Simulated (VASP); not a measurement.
# MoS2 in VASP: a series of runs, part 2 of 2

VASP 6.6.1.

**3. Single point, PBEsol**

This run uses another cell than the first one.

The input, INCAR:

```
PREC = Accurate
ENCUT = 500
EDIFF = 1E-6
ISMEAR = 0
SIGMA = 0.02
LREAL = False
LASPH = True
NELM = 120
ALGO = Normal
ISIF = 2
LWAVE = False
LCHARG = True
GGA = PS
LELF = True
LVHAR = True
NBANDS = 64
GGA_COMPAT = False
```

The input, KPOINTS:

```
Automatic mesh
0
Gamma
  12 12 1
```

The input, POSCAR:

```
MoS2
1.0
    3.1412963817     -0.0000000028      0.0000000000
   -1.5706481884      2.7204424688      0.0000000000
    0.0000000000      0.0000000000     34.0690747189
Mo S
4 8
Direct
    0.6666666667      0.3333333333      0.9076158089
    0.6666666667      0.3333333333      0.2769153752
    0.3333333333      0.6666666667      0.7230846248
    0.3333333333      0.6666666667      0.0923841911
    0.3333333333      0.6666666667      0.9533790669
    0.3333333333      0.6666666667      0.3226431930
    0.6666666667      0.3333333333      0.7688544768
    0.6666666667      0.3333333333      0.1381474832
    0.3333333333      0.6666666667      0.8618525168
    0.3333333333      0.6666666667      0.2311455232
    0.6666666667      0.3333333333      0.6773568070
    0.6666666667      0.3333333333      0.0466209331
```

Potentials or basis: VASP PAW PBE potentials, release 64 (Mo_sv, S).

Command:

```
$ cat potpaw_PBE.64/Mo_sv/POTCAR potpaw_PBE.64/S/POTCAR > POTCAR
$ mpirun -np 1 vasp_std > vasp.out
```

OUTCAR:

```text
PREC = Accurate
   ENCUT = 500
   EDIFF = 1E-6
   ISMEAR = 0
   LREAL = False
   LASPH = True
   NELM = 120
   ISIF = 2
   GGA = PS

 ion  position               nearest neighbor table
   1  0.667  0.333  0.908-   5 2.39   5 2.39   5 2.39   9 2.39   9 2.39   9 2.39
   2  0.667  0.333  0.277-   6 2.39   6 2.39   6 2.39  10 2.39  10 2.39  10 2.39
   3  0.333  0.667  0.723-  11 2.39  11 2.39  11 2.39   7 2.39   7 2.39   7 2.39
   4  0.333  0.667  0.092-  12 2.39  12 2.39  12 2.39   8 2.39   8 2.39   8 2.39
   5  0.333  0.667  0.953-   1 2.39   1 2.39   1 2.39
[... 1497 lines left out ...]
 VOLUME and BASIS-vectors are now :
 -----------------------------------------------------------------------------
  energy-cutoff  :      500.00
  volume of cell :      291.14
      direct lattice vectors                 reciprocal lattice vectors
     3.141296382 -0.000000003  0.000000000     0.318339908  0.183793631  0.000000000
    -1.570648188  2.720442469  0.000000000     0.000000000  0.367587263  0.000000000
     0.000000000  0.000000000 34.069074719     0.000000000  0.000000000  0.029352133

 POSITION                                       TOTAL-FORCE (eV/Angst)
 -----------------------------------------------------------------------------------
      1.57065      0.90681     30.92163        -0.000000     -0.000000     -0.000014
      1.57065      0.90681      9.43425         0.000000      0.000000      0.000960
      0.00000      1.81363     24.63482        -0.000000     -0.000000     -0.000960
      0.00000      1.81363      3.14744         0.000000     -0.000000      0.000014
      0.00000      1.81363     32.48074         0.000000     -0.000000      0.000967
      0.00000      1.81363     10.99216        -0.000000     -0.000000      0.001775
      1.57065      0.90681     26.19416        -0.000000      0.000000      0.000685
      1.57065      0.90681      4.70656        -0.000000      0.000000      0.000692
      0.00000      1.81363     29.36252         0.000000      0.000000     -0.000692
      0.00000      1.81363      7.87491         0.000000     -0.000000     -0.000685
      1.57065      0.90681     23.07692        -0.000000      0.000000     -0.001775
      1.57065      0.90681      1.58833        -0.000000      0.000000     -0.000967
 -----------------------------------------------------------------------------------
    total drift:                               -0.000000      0.000000      0.000000

  FREE ENERGIE OF THE ION-ELECTRON SYSTEM (eV)
  ---------------------------------------------------
  free  energy   TOTEN  =       -93.7825765619 eV

  energy  without entropy=      -93.7825765619  energy(sigma->0) =      -93.78257656
```

stdout:

```text
POSCAR found type information on POSCAR MoS
 POSCAR found :  2 types and      12 ions
 scaLAPACK will be used
 -----------------------------------------------------------------------------
|                                                                             |
|                                                                             |
|     You enforced a specific xc type in the INCAR file but a different       |
|     I HOPE YOU KNOW WHAT YOU ARE DOING!                                     |
|                                                                             |
 -----------------------------------------------------------------------------

 LDA part: xc-table for (Slater+PW92), standard interpolation
 POSCAR, INCAR and KPOINTS ok, starting setup
 FFT: planning ... GRIDC
 FFT: planning ... GRID_SOFT
 FFT: planning ... GRID
 WAVECAR not read
 entering main loop
```

It took 18 min on 1 thread of Oxide Virtual Turin-like, shared host; peak memory 0.48 GiB.

Results:

- Free energy: -93.7826 eV
- Band gap on the k mesh: 1.13 eV (least direct gap 1.76 eV)

Caveat: there is no dipole correction, which matters where the two faces differ.
